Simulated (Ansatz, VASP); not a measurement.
Two plane-wave programs on Cs

File POSCAR:

```
Cs
1.0
    8.7147397280      0.0000000000      0.0000000000
   -4.3573698640      7.5471859918      0.0000000000
    0.0000000000      0.0000000000      5.2080407476
Cs
3
Direct
    1.0000000000      1.0000000000      0.0000000000
    0.3333333333      0.6666666667      0.5000000000
    0.6666666667      0.3333333333      0.5000000000
```

The input INCAR.step1:

```
ALGO = Normal
EDIFF = 1E-4
ENCUT = 520
GGA = PE
ISMEAR = -1
LASPH = T
LCHARG = F
LREAL = F
LWAVE = T
NBANDS = 20
NELM = 60
PREC = Accurate
SIGMA = 0.1
```

INCAR.step2

```
ALGO = Normal
EDIFF = 1E-6
ENCUT = 520
ISIF = 2
ISMEAR = -1
ISTART = 1
LASPH = T
LCHARG = T
LELF = T
LMIXTAU = T
LREAL = F
LVHAR = T
LWAVE = F
METAGGA = R2SCAN
NBANDS = 20
NELM = 60
PREC = Accurate
SIGMA = 0.1
```

KPOINTS

```
k-points
0
Gamma
  5 5 7
```

Input for Ansatz:

```yaml
crystal:
  lattice:
    - [8.714739728, 0.0, 0.0]
    - [-4.357369864, 7.5471859918, 0.0]
    - [0.0, 0.0, 5.2080407476]
  atoms:
    - { symbol: Cs, position: [1.0, 1.0, 0.0] }
    - { symbol: Cs, position: [0.3333333333, 0.6666666667, 0.5] }
    - { symbol: Cs, position: [0.6666666667, 0.3333333333, 0.5] }
hamiltonian:
  xc: r2scan
  pseudopotentials:
    kind: paw
    azcp:
      Cs: "pseudopotentials/Cs.paw.azcp"
basis:
  ecutwfc: 500
  fft_grid_basis: typed
kpoints:
  mp_grid: { grid: [5, 5, 7], shift: [0, 0, 0] }
magnetization:
  spin_polarized: false
scf:
  occupations: { method: fermi_dirac, width: 0.1 }
  lower_state_search: "off"
output:
  stress: true
```

Alike in both runs: task single point; functional r2SCAN; k mesh 5 × 5 × 7; occupations fermi-dirac, width 0.1 eV; no spin polarisation.

|  | VASP | Ansatz |
| --- | --- | --- |
| version | VASP 6.6.1 | Ansatz 0.2.0 |
| potentials or method | VASP PAW PBE potentials, release 64 (Cs_sv), cutoff 520 eV | plane waves (500 eV) with PAW, scalar-relativistic |
| valence electrons in the cell | 27 | 27 |

|  | VASP | Ansatz | Ansatz less VASP |
| --- | --- | --- | --- |
| pressure (GPa) | 0.2 | 0.2 | 0.00 |

VASP's potentials were made for PBE, not for r2SCAN.

Neither program's run includes spin-orbit coupling.
